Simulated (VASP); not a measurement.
# BeCd2Se3 (P-4m2) in VASP: notebook, part 3 of 3

VASP 6.6.1.

### 6 Relaxation of cell and atoms, PBE

This run uses another cell than the first one, of 26.35 Å³/atom.

Contents of INCAR:

```
PREC = Accurate
ENCUT = 600
EDIFF = 1E-7
ISMEAR = 0
SIGMA = 0.1
LREAL = False
LASPH = True
NELM = 80
ALGO = Normal
ISIF = 3
LWAVE = False
LCHARG = False
GGA = PE
IBRION = 2
NSW = 90
EDIFFG = -0.04
```

Contents of KPOINTS:

```
regular mesh
0
Gamma
  6 6 2
```

Contents of POSCAR:

```
BeCd2Se3
1.0
    3.7087258783      0.0000000000      0.0000000000
    0.0000000000      3.7087258783      0.0000000000
    0.0000000000      0.0000000000     11.4943167251
Be Cd Se
1 2 3
Direct
    0.0000000000      0.0000000000      0.0000000000
    0.5000000000      0.0000000000      0.4073554824
    0.0000000000      0.5000000000      0.5926445176
    0.5000000000      0.0000000000      0.6565040618
    0.0000000000      0.5000000000      0.3434959382
    0.5000000000      0.5000000000      0.0000000000
```

Potentials or basis: VASP PAW PBE potentials, release 64 (Be, Cd, Se).

Started as:

```console
cat potpaw_PBE.64/Be/POTCAR potpaw_PBE.64/Cd/POTCAR potpaw_PBE.64/Se/POTCAR > POTCAR
mpirun -np 1 vasp_std > vasp.out
```

Wall time 2.5 min (1 thread of Intel Xeon Platinum 8259CL at 2.50GHz (Skylake/Cascade Lake), shared host); peak memory 0.35 GiB.

It converged, with:

```yaml
Free_energy: -16.1927 eV
Relaxed_volume: 26.45 Å³/atom
Relaxed_cell: a = 3.712 Å, b = 3.712 Å, c = 11.519 Å, α = 90.00°, β = 90.00°, γ = 90.00°
Space_group_after_relaxing_to_0.1_Å: P-4m2 (No. 115)
Energy_gained_by_relaxing: 0.1 meV/atom
Ionic_steps: 2
Pressure_after_relaxing: 0.0 GPa
Largest_force_after_relaxing: 0.011 eV/Å
Band_gap_on_the_k_mesh: zero (bands 22 and 23 overlap by 0.34 eV)
```

Forces on the atoms (eV/Å):
```
Be   0.000  0.000  0.000
Cd   0.000  0.000  0.003
Cd   0.000  0.000 -0.003
Se   0.000  0.000 -0.011
Se   0.000  0.000  0.011
Se   0.000  0.000  0.000
```

Stress tensor (GPa, compression positive):
```
-0.09  0.00  0.00
 0.00 -0.09  0.00
 0.00  0.00  0.12
```

Step by step:
```csv
step,energy change (eV),largest force (eV/Å),pressure (GPa),volume (Å³)
1,0.0000,0.0200,0.15,158.10
2,-0.0004,0.0110,-0.02,158.67
```

Final structure:
```
Be Cd Se
1.0
     3.71152    0.00000    0.00000
     0.00000    3.71152    0.00000
     0.00000    0.00000   11.51857
Be Cd Se
1 2 3
Cartesian
  3.7115 0.0000 0.0000
  1.8558 0.0000 4.6918
  3.7115 1.8558 6.8268
  1.8558 0.0000 7.5630
  3.7115 1.8558 3.9556
  1.8558 1.8558 0.0000
```

Levels at points of the mesh, in eV from the Fermi level:
| k point | band 18 | band 19 | band 20 | band 21 | band 22 | band 23 | band 24 | band 25 | band 26 |
| --- | --- | --- | --- | --- | --- | --- | --- | --- | --- |
| (0.00, 0.00, 0.00) | -1.34 | -1.34 | -1.14 | -1.14 | -1.01 | 0.23 | 0.61 | 1.04 | 4.42 |
| (0.50, 0.00, 0.00) | -2.37 | -0.98 | -0.13 | -0.05 | -0.02 | 1.68 | 2.74 | 3.22 | 3.35 |
| (0.50, 0.50, 0.00) | -3.39 | -3.37 | -2.31 | -2.31 | -0.62 | -0.34 | 0.09 | 0.09 | 3.40 |
| (0.00, 0.00, 0.50) | -1.55 | -1.36 | -1.36 | -1.12 | -1.12 | 0.50 | 0.64 | 1.01 | 4.39 |
| (0.50, 0.00, 0.50) | -2.41 | -0.85 | -0.13 | -0.05 | -0.02 | 2.18 | 2.51 | 2.55 | 3.40 |
| (0.50, 0.50, 0.50) | -3.39 | -3.36 | -2.31 | -2.31 | -0.61 | -0.36 | 0.06 | 0.06 | 3.21 |

Caveat: semilocal functionals underestimate gaps, so a narrow gap can read as zero.

### 7 Single point, PBE

This run uses another cell than the first one, of 27.29 Å³/atom.

Contents of INCAR:

```
  PREC = Accurate
  ENCUT = 520
  EDIFF = 1E-7
  ISMEAR = 0
  SIGMA = 0.1
  LREAL = F
  LASPH = T
  NELM = 100
  ALGO = Normal
  ISIF = 2
  LWAVE = F
  LCHARG = F
  GGA = PE
  NBANDS = 31
```

Contents of KPOINTS:

```
regular mesh
0
Gamma
  10 10 4
```

Contents of POSCAR:

```
BeCd2Se3
1.0
    3.7049075687      0.0000000000      0.0000000000
    0.0000000000      3.7049075687      0.0000000000
    0.0000000000      0.0000000000     11.9297967263
Be Cd Se
1 2 3
Direct
    0.0000000000      0.0000000000      0.0000000000
    0.5000000000      0.0000000000      0.4102976497
    0.0000000000      0.5000000000      0.5897023503
    0.5000000000      0.0000000000      0.6504841166
    0.0000000000      0.5000000000      0.3495158834
    0.5000000000      0.5000000000      0.0000000000
```

Potentials or basis: VASP PAW PBE potentials, release 64 (Be, Cd, Se).

Started as:

```console
cat potpaw_PBE.64/Be/POTCAR potpaw_PBE.64/Cd/POTCAR potpaw_PBE.64/Se/POTCAR > POTCAR
mpirun -np 1 vasp_std > vasp.out
```

OUTCAR:

```text
PREC = Accurate
   ENCUT = 520
   EDIFF = 1E-7
   ISMEAR = 0
   LREAL = F
   LASPH = T
   NELM = 100
   ISIF = 2
   GGA = PE

 ion  position               nearest neighbor table
   1  0.000  0.000  0.000-
   2  0.500  0.000  0.410-   5 2.72   5 2.72   5 2.72   5 2.72   4 2.87   3 3.38   3 3.38   3 3.38
                             3 3.38
   3  0.000  0.500  0.590-   4 2.72   4 2.72   4 2.72   4 2.72   5 2.87   2 3.38   2 3.38   2 3.38
                             2 3.38
   4  0.500  0.000  0.650-   3 2.72   3 2.72   3 2.72   3 2.72   2 2.87
   5  0.000  0.500  0.350-   2 2.72   2 2.72   2 2.72   2 2.72   3 2.87
   6  0.500  0.500  0.000-

  LATTYP: Found a simple tetragonal cell.
 ALAT       =     3.7049075687
 C/A-ratio  =     3.2199984764

  Lattice vectors:

 A1 = (   3.7049075687,   0.0000000000,   0.0000000000)
 A2 = (   0.0000000000,   3.7049075687,   0.0000000000)
 A3 = (   0.0000000000,   0.0000000000,  11.9297967263)

Analysis of symmetry for initial positions (statically):
=====================================================================
 Subroutine PRICEL returns:
 Original cell was already a primitive cell.

 Routine SETGRP: Setting up the symmetry group for a
 simple tetragonal supercell.

 Subroutine GETGRP returns: Found  8 space group operations
 (whereof  8 operations were pure point group operations)
 out of a pool of 16 trial point group operations.

The static configuration has the point symmetry D_2d.

Analysis of symmetry for dynamics (positions and initial velocities):
=====================================================================
 Subroutine PRICEL returns:
 Original cell was already a primitive cell.

 Routine SETGRP: Setting up the symmetry group for a
 simple tetragonal supercell.

 Subroutine GETGRP returns: Found  8 space group operations
 (whereof  8 operations were pure point group operations)
 out of a pool of 16 trial point group operations.

[... 130 lines left out ...]
  Fermi-wavevector in a.u.,A,eV,Ry     =   1.056403  1.996313 15.183940  1.115988
  Thomas-Fermi vector in A             =   2.191638
   LORBIT       =      0    0 simple, 1 ext, 2 COOP (PROOUT), +10 PAW based schemes
   GGA     = PE    functional components
   LHFCALC =     F    Hartree Fock is set to
   AEXX    =    0.0000 exact exchange contribution
   IVDW    =     0    specifies the selected vdW correction
   LEPSILON=     F    determine dielectric tensor
   LRPA    =     F    only Hartree local field effects (RPA)
 non-spin polarized calculation
 Gauss-broadening in eV      SIGMA  =   0.10
  energy-cutoff  :      520.00
  volume of cell :      163.75
 maximum number of plane-waves:      4460
 NGX is ok and might be reduce to    28
   NGX = 13   NGY = 13   NGZ = 45

 number of electron      44.0000007 magnetization

 Free energy of the ion-electron system (eV)
  ---------------------------------------------------
  ext. energy  EPLUGINS =         0.00000000
  ---------------------------------------------------
  free energy    TOTEN  =       -16.22363609 eV

  energy without entropy =      -16.21727891  energy(sigma->0) =      -16.22045750

 E-fermi :   1.3729     XC(G=0):  -8.5051

 val. band max:        1.3726405784   @ k =   0.5000   0.0000   0.0000
 cond. band min:       1.3730964143   @ k =   0.5000   0.0000   0.2500
 fundamental gap:      0.0004558359
 Fermi energy:         1.3728937139

 k-point     1 :       0.0000    0.0000    0.0000
  band No.  band energies     occupation
      1     -12.2775      2.00000
      2     -11.9792      2.00000
      3     -10.8915      2.00000
      4      -7.5459      2.00000
      5      -7.2863      2.00000
      6      -7.2863      2.00000
[... 805 lines left out ...]
     30       7.5914      0.00000
     31       8.2892      0.00000

 [... further k-points ...]

------------------------ aborting loop because EDIFF is reached ----------------------------------------

  FORCE on cell =-STRESS in cart. coord.  units (eV):
  Direction    XX          YY          ZZ          XY          YZ          ZX
  --------------------------------------------------------------------------------------
  -------------------------------------------------------------------------------------
  Total        0.3375388      0.3375388      0.1475656      0.0000000      0.0000000      0.0000000
  in kB        3.3025280      3.3025280      1.4438033      0.0000000      0.0000000      0.0000000
  external PRESSURE =       2.6829531 kB  Pullay stress =       0.0000000 kB

 VOLUME and BASIS-vectors are now :
 -----------------------------------------------------------------------------
  energy-cutoff  :      520.00
  volume of cell :      163.75
      direct lattice vectors                 reciprocal lattice vectors
     3.704907569  0.000000000  0.000000000     0.269912267  0.000000000  0.000000000
     0.000000000  3.704907569  0.000000000     0.000000000  0.269912267  0.000000000
     0.000000000  0.000000000 11.929796726     0.000000000  0.000000000  0.083823725

 POSITION                                       TOTAL-FORCE (eV/Angst)
 -----------------------------------------------------------------------------------
      0.00000      0.00000      0.00000        -0.000000      0.000000      0.000000
      1.85245      0.00000      4.89477        -0.000000      0.000000      0.008199
      0.00000      1.85245      7.03503         0.000000      0.000000     -0.008199
      1.85245      0.00000      7.76014        -0.000000      0.000000      0.045957
      0.00000      1.85245      4.16965        -0.000000      0.000000     -0.045957
      1.85245      1.85245      0.00000        -0.000000     -0.000000      0.000000
 -----------------------------------------------------------------------------------
    total drift:                                0.000000      0.000000     -0.000000

  FREE ENERGIE OF THE ION-ELECTRON SYSTEM (eV)
  ---------------------------------------------------
  free  energy   TOTEN  =       -16.2236360878 eV

  energy  without entropy=      -16.2172789074  energy(sigma->0) =      -16.22045750
```

stdout:

```text
POSCAR found type information on POSCAR BeCdSe
 POSCAR found :  3 types and       6 ions
 scaLAPACK will be used
 LDA part: xc-table for (Slater+PW92), standard interpolation
 POSCAR, INCAR and KPOINTS ok, starting setup
 FFT: planning ... GRIDC
 FFT: planning ... GRID_SOFT
 FFT: planning ... GRID
 WAVECAR not read
 entering main loop
```

Wall time 4.6 min (1 thread of Intel Xeon Platinum 8259CL at 2.50GHz (Skylake/Cascade Lake), shared host); peak memory 0.44 GiB.

Results:

| Item | Value |
| --- | --- |
| Free energy | -16.2236 eV |
| Pressure | 0.3 GPa |
| Largest force | 0.046 eV/Å |
| Band gap on the k mesh | zero (bands 22 and 23 overlap by 0.26 eV) |

Forces on the atoms (eV/Å):
```
Be   0.000  0.000  0.000
Cd   0.000  0.000  0.008
Cd   0.000  0.000 -0.008
Se   0.000  0.000  0.046
Se   0.000  0.000 -0.046
Se   0.000  0.000  0.000
```

Stress tensor (GPa, compression positive):
```
0.33 0.00 0.00
0.00 0.33 0.00
0.00 0.00 0.14
```

Levels at points of the mesh, in eV from the Fermi level:
```tsv
k point	band 19	band 20	band 21	band 22	band 23	band 24	band 25	band 26
(0.00, 0.00, 0.00)	-1.17	-1.11	-1.11	-1.07	0.44	0.66	1.10	4.48
(0.50, 0.00, 0.00)	-0.83	0.00	0.00	0.06	1.93	2.76	3.19	3.57
(0.50, 0.50, 0.00)	-3.36	-2.28	-2.28	-0.39	-0.19	0.13	0.13	3.64
(0.00, 0.00, 0.50)	-1.19	-1.19	-1.10	-1.10	0.63	0.76	1.01	4.50
(0.50, 0.00, 0.50)	-0.75	0.00	0.00	0.06	2.34	2.60	2.63	3.60
(0.50, 0.50, 0.50)	-3.36	-2.28	-2.28	-0.39	-0.20	0.12	0.12	3.48
```

Caveat: semilocal functionals underestimate gaps, so a narrow gap can read as zero.

### 8 The runs side by side

| task | cell | k mesh | cutoff (eV) | gap on the mesh (eV) | pressure (GPa) | relaxed volume (Å³/atom) | largest force (eV/Å) |
| --- | --- | --- | --- | --- | --- | --- | --- |
| single point | a = 3.887, b = 3.887, c = 8.447 Å, 6 atoms, atomic positions A | 4 × 4 × 2 | 520 | none | -1.0 | - | 0.79 |
| single point | a = 3.709, b = 3.709, c = 11.494 Å, 6 atoms, atomic positions B | 4 × 4 × 2 | 520 | none | 0.3 | - | 0.05 |
| single point | a = 3.709, b = 3.709, c = 11.494 Å, 6 atoms, atomic positions B | 6 × 6 × 2 | 520 | none | 0.2 | - | 0.02 |
| relaxation of cell and atoms | relaxed from a = 3.887, b = 3.887, c = 8.447 Å, 6 atoms, atomic positions A | 4 × 4 × 2 | 600 | none | 0.0 | 24.92 | 0.01 |
| relaxation of cell and atoms | relaxed from a = 3.709, b = 3.709, c = 11.494 Å, 6 atoms, atomic positions B | 6 × 6 × 2 | 600 | none | 0.0 | 26.45 | 0.01 |
| single point | a = 3.705, b = 3.705, c = 11.930 Å, 6 atoms, atomic positions C | 10 × 10 × 4 | 520 | none | 0.3 | - | 0.05 |

Alike in all rows: level PBE; potentials or basis VASP PAW PBE potentials, release 64 (Be, Cd, Se); no spin polarisation; smearing gaussian 0.1 eV.

Caveats: some runs use coarse meshes; semilocal functionals underestimate gaps, so a narrow gap can read as zero (at least some runs); the volume moved by over 15 % at a fixed basis, so the end points are rough (at least some runs).

Absolute energies hang on the potentials; compare differences alone.
